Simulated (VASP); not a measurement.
Wanted: the native input for a VASP 6.6.1 run.

* Task: relaxation of cell and atoms
* Functional: PBE
* Potentials or basis: VASP PAW PBE potentials, release 64 (Mg, Zn, O)
* Cutoff: 600 eV
* k mesh: 8 × 8 × 2
* Occupations: gaussian, width 0.02 eV
* Spin: no spin polarisation
* Dipole correction: no
* Further INCAR settings: ALGO = Normal; EDIFF = 1e-06; IBRION = 2; EDIFFG = -0.01; NSW = 100; ISIF = 3

The structure of Mg5ZnO6 lies in POSCAR:

```
Mg5ZnO6
1.0
    3.2674912649      0.0000000000      0.0000000000
    0.0000000000      3.2674912649      0.0000000000
    0.0000000000      0.0000000000     13.7837295854
Mg Zn O
5 1 6
Direct
    0.0000000000      0.0000000000      0.0000000000
    0.5000000000      0.5000000000      0.1669997793
    0.0000000000      0.0000000000      0.3340676856
    0.0000000000      0.0000000000      0.6659323144
    0.5000000000      0.5000000000      0.8330002207
    0.5000000000      0.5000000000      0.5000000000
    0.5000000000      0.0000000000      0.0834958367
    0.0000000000      0.5000000000      0.2505130972
    0.5000000000      0.0000000000      0.4156869494
    0.0000000000      0.5000000000      0.5843130506
    0.5000000000      0.0000000000      0.7494869028
    0.0000000000      0.5000000000      0.9165041633
```

One way to write it, as run:

INCAR

```
ALGO = Normal
EDIFF = 1E-6
EDIFFG = -0.01
ENCUT = 600
GGA = PE
IBRION = 2
ISIF = 3
ISMEAR = 0
LASPH = T
LCHARG = F
LREAL = F
LWAVE = F
NELM = 100
NSW = 100
PREC = Accurate
SIGMA = 0.02
```

KPOINTS

```
k-points
0
Gamma
  8 8 2
```

Potentials or basis: VASP PAW PBE potentials, release 64 (Mg, Zn, O).

Command:

```bash
$ cat potpaw_PBE.64/Mg/POTCAR potpaw_PBE.64/Zn/POTCAR potpaw_PBE.64/O/POTCAR > POTCAR
$ mpirun -np 1 vasp_std > vasp.out
```

Results of the run:

| Quantity | Value |
| --- | --- |
| Relaxed volume | 12.22 Å³/atom |
| Relaxed cell | a = 3.265 Å, b = 3.265 Å, c = 13.756 Å, α = 90.00°, β = 90.00°, γ = 90.00° |
| Space group after relaxing (to 0.1 Å) | P-4m2 (No. 115) |
| Energy gained by relaxing | 0.1 meV/atom |
| Ionic steps | 10 |
| Pressure after relaxing | 0.0 GPa |
| Largest force after relaxing | 0.005 eV/Å |
| Band gap on the k mesh | 2.51 eV |

It took 11 min on 1 thread of AMD EPYC 7R13 Processor (Zen 3), on a shared host, peak memory 0.38 GiB.
